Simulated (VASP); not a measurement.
# K3TaO3 (Cmcm) in VASP: a series of runs

Runs on K3TaO3. Level: PBE. Tasks: relaxation of cell and atoms, single point.

Program: VASP 6.6.1. These are calculated values, not measurements. Logs are shortened: lines on timing, memory, paths and dates and some standing lists are left out, and cuts for length are marked.

**1. The cell of the first run**

Symmetry: Cmcm, No. 63, orthorhombic system. Conventional cell: a = 9.330 Å, b = 11.290 Å, c = 5.520 Å, α = 90.00°, β = 90.00°, γ = 90.00°. K (site symmetry m2m) has 5 O at 2.64 to 2.98 Å and 2 Ta at 3.38 Å within 3.5 Å. Within 3.6 Å of K (site symmetry m) lie 5 O at 2.71 to 3.00 Å and 3 Ta at 3.28 to 3.52 Å and 1 K at 3.50 Å. Within 2.6 Å of Ta (site symmetry m2m) lie 3 O at 1.95 Å. Within 2.6 Å of O (site symmetry m) lie 1 Ta at 1.95 Å. O (site symmetry m2m) has 1 Ta at 1.95 Å within 2.6 Å.

**2. Relaxation of cell and atoms, PBE**

Input file INCAR:

```
SYSTEM = K3TaO3
ALGO = Normal ; EDIFF = 1E-6
EDIFFG = -0.08 ; ENCUT = 600
GGA = PE ; IBRION = 2
ISIF = 3 ; ISMEAR = 0
LASPH = .TRUE. ; LCHARG = .FALSE.
LREAL = .FALSE. ; LWAVE = .FALSE.
NELM = 100 ; NSW = 36
PREC = Accurate ; SIGMA = 0.15
```

Input file KPOINTS:

```
k-points
0
G
  2 2 2
  0 0 0
```

Input file POSCAR:

```
K3TaO3
1.0
    4.6650000000     -5.6450000000      0.0000000000
    4.6650000000      5.6450000000      0.0000000000
    0.0000000000      0.0000000000      5.5200000000
K Ta O
6 2 6
Direct
    0.3830000000      0.6170000000      0.7500000000
    0.9160000000      0.6640000000      0.7500000000
    0.3360000000      0.0840000000      0.7500000000
    0.6170000000      0.3830000000      0.2500000000
    0.6640000000      0.9160000000      0.2500000000
    0.0840000000      0.3360000000      0.2500000000
    0.7900000000      0.2100000000      0.7500000000
    0.2100000000      0.7900000000      0.2500000000
    0.0570000000      0.3050000000      0.7500000000
    0.6950000000      0.9430000000      0.7500000000
    0.6170000000      0.3830000000      0.7500000000
    0.3050000000      0.0570000000      0.2500000000
    0.9430000000      0.6950000000      0.2500000000
    0.3830000000      0.6170000000      0.2500000000
```

Potentials or basis: VASP PAW PBE potentials, release 64 (K_sv, Ta_pv, O).

Run with:

```console
> cat potpaw_PBE.64/K_sv/POTCAR potpaw_PBE.64/Ta_pv/POTCAR potpaw_PBE.64/O/POTCAR > POTCAR
> mpirun -np 1 vasp_std > vasp.out
```

OUTCAR:

```text
SYSTEM = K3TaO3
   EDIFF = 1E-6
   EDIFFG = -0.08
   ENCUT = 600
   GGA = PE
   IBRION = 2
   ISIF = 3
   ISMEAR = 0
   LASPH = .TRUE.
   LREAL = .FALSE.
   NELM = 100
   NSW = 36
   PREC = Accurate

 ion  position               nearest neighbor table
   1  0.383  0.617  0.750-  11 2.64  14 2.76  14 2.76   8 3.38   8 3.38   3 3.50   2 3.50
   2  0.916  0.664  0.750-  11 2.71  13 2.77  13 2.77  10 2.84   7 3.28   1 3.50   8 3.52   8 3.52

   3  0.336  0.084  0.750-  11 2.71  12 2.77  12 2.77   9 2.84   7 3.28   1 3.50   8 3.52   8 3.52

   4  0.617  0.383  0.250-  14 2.64  11 2.76  11 2.76   7 3.38   7 3.38   6 3.50   5 3.50
   5  0.664  0.916  0.250-  14 2.71  10 2.77  10 2.77  13 2.84   8 3.28   4 3.50   7 3.52   7 3.52

   6  0.084  0.336  0.250-  14 2.71   9 2.77   9 2.77  12 2.84   8 3.28   4 3.50   7 3.52   7 3.52

   7  0.790  0.210  0.750-   9 1.95  10 1.95  11 1.95   3 3.28   2 3.28   4 3.38   4 3.38   5 3.52
                             6 3.52   5 3.52   6 3.52
   8  0.210  0.790  0.250-  12 1.95  13 1.95  14 1.95   6 3.28   5 3.28   1 3.38   1 3.38   2 3.52
                             3 3.52   2 3.52   3 3.52
   9  0.057  0.305  0.750-   7 1.95   6 2.77   6 2.77   3 2.84
  10  0.695  0.943  0.750-   7 1.95   5 2.77   5 2.77   2 2.84
  11  0.617  0.383  0.750-   7 1.95   1 2.64   3 2.71   2 2.71   4 2.76   4 2.76
  12  0.305  0.057  0.250-   8 1.95   3 2.77   3 2.77   6 2.84
  13  0.943  0.695  0.250-   8 1.95   2 2.77   2 2.77   5 2.84
  14  0.383  0.617  0.250-   8 1.95   4 2.64   6 2.71   5 2.71   1 2.76   1 2.76

  LATTYP: Found a base centered orthorhombic cell.
 ALAT       =     9.3300000000
 B/A-ratio  =     1.2100750268
 C/A-ratio  =     0.5916398714

  Lattice vectors:

 A1 = (   4.6650000000,  -5.6450000000,   0.0000000000)
 A2 = (   4.6650000000,   5.6450000000,   0.0000000000)
 A3 = (   0.0000000000,   0.0000000000,   5.5200000000)

Analysis of symmetry for initial positions (statically):
=====================================================================
 Subroutine PRICEL returns:
 Original cell was already a primitive cell.

 Routine SETGRP: Setting up the symmetry group for a
 base centered orthorhombic supercell.

 Subroutine GETGRP returns: Found  8 space group operations
 (whereof  4 operations were pure point group operations)
 out of a pool of  8 trial point group operations.

The static configuration has the point symmetry C_2h.
 The point group associated with its full space group is D_2h.

Analysis of symmetry for dynamics (positions and initial velocities):
=====================================================================
 Subroutine PRICEL returns:
 Original cell was already a primitive cell.

 Routine SETGRP: Setting up the symmetry group for a
 base centered orthorhombic supercell.

 Subroutine GETGRP returns: Found  8 space group operations
 (whereof  4 operations were pure point group operations)
 out of a pool of  8 trial point group operations.

The dynamic configuration has the point symmetry C_2h.
 The point group associated with its full space group is D_2h.

 Subroutine INISYM returns: Found  8 space group operations
 (whereof  4 operations are pure point group operations),
 and found     1 'primitive' translations

----------------------------------------------------------------------------------------

                                     Primitive cell

  volume of cell :     290.7265

  direct lattice vectors                    reciprocal lattice vectors
     4.665000000 -5.645000000  0.000000000     0.107181136 -0.088573959  0.000000000
     4.665000000  5.645000000  0.000000000     0.107181136  0.088573959  0.000000000
     0.000000000  0.000000000  5.520000000     0.000000000  0.000000000  0.181159420

  length of vectors
     7.323131161  7.323131161  5.520000000     0.139043670  0.139043670  0.181159420

  position of ions in fractional coordinates (direct lattice)
     0.383000000  0.617000000  0.750000000
     0.916000000  0.664000000  0.750000000
     0.336000000  0.084000000  0.750000000
     0.617000000  0.383000000  0.250000000
     0.664000000  0.916000000  0.250000000
     0.084000000  0.336000000  0.250000000
     0.790000000  0.210000000  0.750000000
     0.210000000  0.790000000  0.250000000
     0.057000000  0.305000000  0.750000000
     0.695000000  0.943000000  0.750000000
     0.617000000  0.383000000  0.750000000
     0.305000000  0.057000000  0.250000000
     0.943000000  0.695000000  0.250000000
     0.383000000  0.617000000  0.250000000

  ion indices of the primitive-cell ions
   primitive index   ion index
                 1           1
                 2           2
                 3           3
                 4           4
                 5           5
                 6           6
                 7           7
                 8           8
                 9           9
                10          10
                11          11
                12          12
                13          13
                14          14

----------------------------------------------------------------------------------------

 KPOINTS: k-points

Automatic generation of k-mesh.
 Grid dimensions read from file:
 generate k-points for:    2    2    2

 Generating k-lattice:

  Cartesian coordinates                     Fractional coordinates (reciprocal lattice)
     0.053590568 -0.044286980  0.000000000     0.500000000 -0.000000000  0.000000000
     0.053590568  0.044286980  0.000000000    -0.000000000  0.500000000  0.000000000
     0.000000000  0.000000000  0.090579710     0.000000000  0.000000000  0.500000000

  Length of vectors
     0.069521835  0.069521835  0.090579710

  Shift w.r.t. Gamma in fractional coordinates (k-lattice)
     0.000000000  0.000000000  0.000000000

 Subroutine IBZKPT returns following result:
 ===========================================

 Found      6 irreducible k-points:

 Following reciprocal coordinates:
            Coordinates               Weight
  0.000000  0.000000  0.000000      1.000000
  0.500000  0.000000  0.000000      2.000000
  0.500000  0.500000  0.000000      1.000000
  0.000000  0.000000  0.500000      1.000000
  0.500000  0.000000  0.500000      2.000000
  0.500000  0.500000  0.500000      1.000000
   k-points           NKPTS =      6   k-points in BZ     NKDIM =      6   number of bands    NBANDS=     67
   number of dos      NEDOS =    301   number of ions     NIONS =     14
   total plane-waves  NPLWV = 172800
   dimension x,y,z NGX =    60 NGY =   60 NGZ =   48
   dimension x,y,z NGXF=   120 NGYF=  120 NGZF=   96
   ions per type =               6   2   6
   NGX,Y,Z   is equivalent  to a cutoff of  13.62, 13.62, 14.46 a.u.
   NGXF,Y,Z  is equivalent  to a cutoff of  27.24, 27.24, 28.91 a.u.
 SYSTEM =  K3TaO3
   PREC   = accura    normal or accurate (medium, high low for compatibility)
   ISTART =      0    job   : 0-new  1-cont  2-samecut
   ICHARG =      2    charge: 1-file 2-atom 10-const
   ISPIN  =      1    spin polarized calculation?
   LNONCOLLINEAR =      F non collinear calculations
   LSORBIT =      F    spin-orbit coupling
   LASPH  =      T    aspherical Exc in radial PAW
   ENCUT  =  600.0 eV  44.10 Ry    6.64 a.u.  14.63 14.63 11.02*2*pi/ulx,y,z
   NELM   =    100;   NELMIN=  2; NELMDL= -5     # of ELM steps
   EDIFF  = 0.1E-05   stopping-criterion for ELM
   LREAL  =      F    real-space projection
   EDIFFG = -.8E-01   stopping-criterion for IOM
   NSW    =     36    number of steps for IOM
   IBRION =      2    ionic relax: 0-MD 1-quasi-New 2-CG
   NFREE  =      1    steps in history (QN), initial steepest desc. (CG)
   ISIF   =      3    stress and relaxation
   ISYM   =      2    0-nonsym 1-usesym 2-fastsym
   POTIM  = 0.5000    time-step for ionic-motion
   TEBEG  =    0.0;   TEEND  =   0.0 temperature during run
   PSTRESS=    0.0 pullay stress
   NELECT =     112.0000    total number of electrons
   NUPDOWN=      -1.0000    fix difference up-down
   EMIN   =  10.00;   EMAX   =-10.00  energy-range for DOS
   EFERMI =   0.00;   METHOD = LEGACY
   ISMEAR =     0;   SIGMA  =   0.15  broadening in eV -4-tet -1-fermi 0-gaus
   EFERMI_NEDOS =   21; number of points for ismear=-14 and -15
   IALGO  =     38    algorithm
   IMIX   =      4    mixing-type and parameters
     AMIX     =   0.40;   BMIX     =  1.00
     AMIX_MAG =   1.60;   BMIX_MAG =  1.00
  volume/ion in A,a.u.               =      20.77       140.14
  Fermi-wavevector in a.u.,A,eV,Ry     =   1.191203  2.251048 19.306200  1.418966
  Thomas-Fermi vector in A             =   2.327271
   LORBIT       =      0    0 simple, 1 ext, 2 COOP (PROOUT), +10 PAW based schemes
   GGA     = PE    functional components
   LHFCALC =     F    Hartree Fock is set to
   AEXX    =    0.0000 exact exchange contribution
   IVDW    =     0    specifies the selected vdW correction
   LEPSILON=     F    determine dielectric tensor
   LRPA    =     F    only Hartree local field effects (RPA)
 conjugate gradient relaxation of ions
 non-spin polarized calculation
 Gauss-broadening in eV      SIGMA  =   0.15
  energy-cutoff  :      600.00
  volume of cell :      290.73
 maximum number of plane-waves:      9766
 NGX is ok and might be reduce to    60
   NGX = 29   NGY = 29   NGZ = 23

--------------------------------------- Ionic step        1  -------------------------------------------

 number of electron     112.0000003 magnetization

 Free energy of the ion-electron system (eV)
  ---------------------------------------------------
  ext. energy  EPLUGINS =         0.00000000
  ---------------------------------------------------
  free energy    TOTEN  =       -83.80260796 eV

  energy without entropy =      -83.80260796  energy(sigma->0) =      -83.80260796

------------------------ aborting loop because EDIFF is reached ----------------------------------------

  FORCE on cell =-STRESS in cart. coord.  units (eV):
  Direction    XX          YY          ZZ          XY          YZ          ZX
  --------------------------------------------------------------------------------------
  -------------------------------------------------------------------------------------
  Total       -6.4107160     -9.1143011     11.5330096      0.0000000      0.0000000      0.0000000
  in kB      -35.3290900    -50.2283932     63.5577581      0.0000000      0.0000000      0.0000000
  external PRESSURE =      -7.3332417 kB  Pullay stress =       0.0000000 kB
[... 125 lines left out ...]
  FREE ENERGIE OF THE ION-ELECTRON SYSTEM (eV)
  ---------------------------------------------------
  free  energy   TOTEN  =       -84.6096510626 eV

  energy  without entropy=      -84.6096510626  energy(sigma->0) =      -84.60965106

[... ionic steps 4 to 16 ...]

--------------------------------------- Ionic step       17  -------------------------------------------

 number of electron     111.9999967 magnetization

------------------------ aborting loop because EDIFF is reached ----------------------------------------

  FORCE on cell =-STRESS in cart. coord.  units (eV):
  Direction    XX          YY          ZZ          XY          YZ          ZX
  --------------------------------------------------------------------------------------
  -------------------------------------------------------------------------------------
  Total       -0.2389174     -0.0294360      0.0251217      0.0000000      0.0000000      0.0000000
  in kB       -1.1840471     -0.1458815      0.1245005      0.0000000      0.0000000      0.0000000
  external PRESSURE =      -0.4018094 kB  Pullay stress =       0.0000000 kB
[... 81 lines left out ...]
  energy  without entropy=      -85.3527325318  energy(sigma->0) =      -85.35273253

--------------------------------------- Ionic step       19  -------------------------------------------

 number of electron     111.9999966 magnetization

 Free energy of the ion-electron system (eV)
  ---------------------------------------------------
  ext. energy  EPLUGINS =         0.00000000
  ---------------------------------------------------
  free energy    TOTEN  =       -85.36136069 eV

  energy without entropy =      -85.36136069  energy(sigma->0) =      -85.36136069

 E-fermi :   1.9450     XC(G=0):  -8.2316

 val. band max:        1.2103574449   @ k =   0.5000   0.5000   0.5000
 cond. band min:       3.0530848305   @ k =   0.0000   0.0000   0.5000
 fundamental gap:      1.8427273855
 Fermi energy:         1.9450150720

 k-point     1 :       0.0000    0.0000    0.0000
  band No.  band energies     occupation
      1     -33.4653      2.00000
      2     -33.4653      2.00000
      3     -33.4352      2.00000
      4     -33.4349      2.00000
      5     -33.0017      2.00000
      6     -33.0016      2.00000
[... 450 lines left out ...]
  FREE ENERGIE OF THE ION-ELECTRON SYSTEM (eV)
  ---------------------------------------------------
  free  energy   TOTEN  =       -85.3613606925 eV

  energy  without entropy=      -85.3613606925  energy(sigma->0) =      -85.36136069

 reached required accuracy - stopping structural energy minimisation
```

It took 58 min on 1 thread of AMD EPYC 7R43 (Zen 3), shared host; peak memory 0.51 GiB.

What came out:

```
Free energy                            : -85.3614 eV
Relaxed volume                         : 23.21 Å³/atom
Relaxed cell                           : a = 7.435 Å, b = 7.435 Å, c = 5.996 Å, α = 90.00°, β = 90.00°, γ = 101.45°
Space group after relaxing (to 0.05 Å) : Cmcm (No. 63)
Energy gained by relaxing              : 111.3 meV/atom
Ionic steps                            : 19
Pressure after relaxing                : -0.1 GPa
Largest force after relaxing           : 0.046 eV/Å
Band gap on the k mesh                 : 1.84 eV, indirect (least direct gap 1.86 eV)
```

Forces on the atoms (eV/Å):
```
K    0.000  0.046  0.000
K    0.014  0.001  0.000
K   -0.014  0.001  0.000
K    0.000 -0.046  0.000
K    0.014 -0.001  0.000
K   -0.014 -0.001  0.000
Ta   0.000  0.014  0.000
Ta   0.000 -0.014  0.000
O    0.036 -0.021  0.000
O   -0.036 -0.021  0.000
O    0.000 -0.021  0.000
O    0.036  0.021  0.000
O   -0.036  0.021  0.000
O    0.000  0.021  0.000
```

Stress tensor (GPa, compression positive):
```
-0.17  0.00  0.00
 0.00 -0.09  0.00
 0.00  0.00 -0.11
```

The path:
```csv
step,energy change (eV),largest force (eV/Å),pressure (GPa),volume (Å³)
1,0.0000,2.6229,-0.73,290.73
2,0.1663,5.0294,11.65,286.32
3,-0.8070,0.6357,4.24,288.59
4,-1.3223,0.8616,1.43,308.63
5,-1.4138,1.5275,-0.18,324.92
6,-1.1561,3.4001,-0.81,339.38
7,-1.4691,0.2053,-0.52,329.05
8,-1.4691,0.2059,-0.52,328.95
9,-1.4821,0.3492,0.30,326.05
10,-1.4821,0.3422,0.29,326.11
11,-1.4920,0.3036,0.29,325.42
12,-1.5160,0.1846,0.31,323.36
13,-1.5368,0.3618,0.37,319.25
14,-1.5403,0.4506,0.08,319.84
15,-1.5423,0.2487,0.18,319.62
16,-1.5476,0.2107,0.12,320.53
17,-1.5573,0.0953,-0.04,323.29
18,-1.5501,0.1313,-0.32,328.80
19,-1.5588,0.0456,-0.12,324.90
```

Final structure:
```
K Ta O
1.0
     4.70697   -5.75585    0.00000
     4.70697    5.75585    0.00000
     0.00000    0.00000    5.99615
K Ta O
6 2 6
Direct
  0.39564 0.60436 0.75000
  0.90504 0.68657 0.75000
  0.31343 0.09496 0.75000
  0.60436 0.39564 0.25000
  0.68657 0.90504 0.25000
  0.09496 0.31343 0.25000
  0.79799 0.20201 0.75000
  0.20201 0.79799 0.25000
  0.04966 0.30058 0.75000
  0.69942 0.95034 0.75000
  0.63460 0.36540 0.75000
  0.30058 0.04966 0.25000
  0.95034 0.69942 0.25000
  0.36540 0.63460 0.25000
```

Caveat: the k points lie up to 0.52 Å⁻¹ apart in the final cell; spin-orbit coupling is left out, which moves the levels of the heavy elements; the relaxation stopped at a loose force limit of 0.08 eV/Å, so its end isn't a converged minimum. A hybrid or GW would open this gap; PBE tends to underestimate it.

**3. Single point, PBE**

This run uses another cell than the first one, of 23.00 Å³/atom, 1.108 times its volume.

Input file INCAR:

```
PREC = Accurate ; ENCUT = 520
EDIFF = 1E-6 ; ISMEAR = 0
SIGMA = 0.02 ; LREAL = F
LASPH = T ; NELM = 80
ALGO = Normal ; ISIF = 2
LWAVE = F ; LCHARG = F
GGA = PE ; NBANDS = 69
```

Input file KPOINTS:

```
Automatic mesh
0
Gamma
  4 4 6
```

Input file POSCAR:

```
K3TaO3
1.0
    4.6902981222     -5.7870401580      0.0000000000
    4.6902981222      5.7870401580      0.0000000000
    0.0000000000      0.0000000000      5.9328266463
K Ta O
6 2 6
Direct
    0.3944316564      0.6055683436      0.7500000000
    0.9027305217      0.6869033257      0.7500000000
    0.3130966743      0.0972694783      0.7500000000
    0.6055683436      0.3944316564      0.2500000000
    0.6869033257      0.9027305217      0.2500000000
    0.0972694783      0.3130966743      0.2500000000
    0.7988645945      0.2011354055      0.7500000000
    0.2011354055      0.7988645945      0.2500000000
    0.0502319215      0.2998700489      0.7500000000
    0.7001299511      0.9497680785      0.7500000000
    0.6367226174      0.3632773826      0.7500000000
    0.2998700489      0.0502319215      0.2500000000
    0.9497680785      0.7001299511      0.2500000000
    0.3632773826      0.6367226174      0.2500000000
```

Potentials or basis: VASP PAW PBE potentials, release 64 (K_sv, Ta_pv, O).

Run with:

```console
> cat potpaw_PBE.64/K_sv/POTCAR potpaw_PBE.64/Ta_pv/POTCAR potpaw_PBE.64/O/POTCAR > POTCAR
> mpirun -np 1 vasp_std > vasp.out
```

Wall time 12 min (1 thread of Intel Xeon Platinum 8259CL at 2.50GHz (Skylake/Cascade Lake), shared host); peak memory 0.7 GiB.

The run converged. Its results:

- Free energy: -85.4502 eV
- Pressure: 0.4 GPa
- Largest force: 0.181 eV/Å
- Band gap on the k mesh: 1.84 eV, indirect (least direct gap 1.86 eV)

Forces in eV/Å, atoms in the order of the input:
```
K    0.000  0.003  0.000
K    0.004 -0.006  0.000
K   -0.004 -0.006  0.000
K    0.000 -0.003  0.000
K    0.004  0.006  0.000
K   -0.004  0.006  0.000
Ta   0.000  0.015  0.000
Ta   0.000 -0.015  0.000
O    0.162 -0.082  0.000
O   -0.162 -0.082  0.000
O    0.000  0.155  0.000
O    0.162  0.082  0.000
O   -0.162  0.082  0.000
O    0.000 -0.155  0.000
```

Stress tensor (GPa, compression positive):
```
0.56 0.00 0.00
0.00 0.51 0.00
0.00 0.00 0.02
```

Levels at points of the mesh, in eV from the valence-band top:
```csv
k point,band 53,band 54,band 55,band 56,band 57,band 58,band 59,band 60
"(0.00, 0.00, 0.00)",-2.74,-2.73,-0.94,-0.36,2.29,2.43,2.84,2.94
"(0.50, 0.00, 0.00)",-2.71,-2.65,-0.65,-0.50,2.39,2.40,2.87,2.88
"(0.50, 0.50, 0.00)",-2.69,-2.54,-0.54,-0.47,2.41,2.59,2.71,2.76
"(0.00, 0.00, 0.50)",-2.74,-2.74,-0.02,-0.02,1.84,1.84,2.59,2.59
"(0.50, 0.00, 0.50)",-2.69,-2.69,-0.01,-0.01,2.06,2.06,2.54,2.54
"(0.50, 0.50, 0.50)",-2.63,-2.63,0.00,0.00,2.18,2.18,2.52,2.52
```

Caveat: spin-orbit coupling is left out, which moves the levels of the heavy elements.
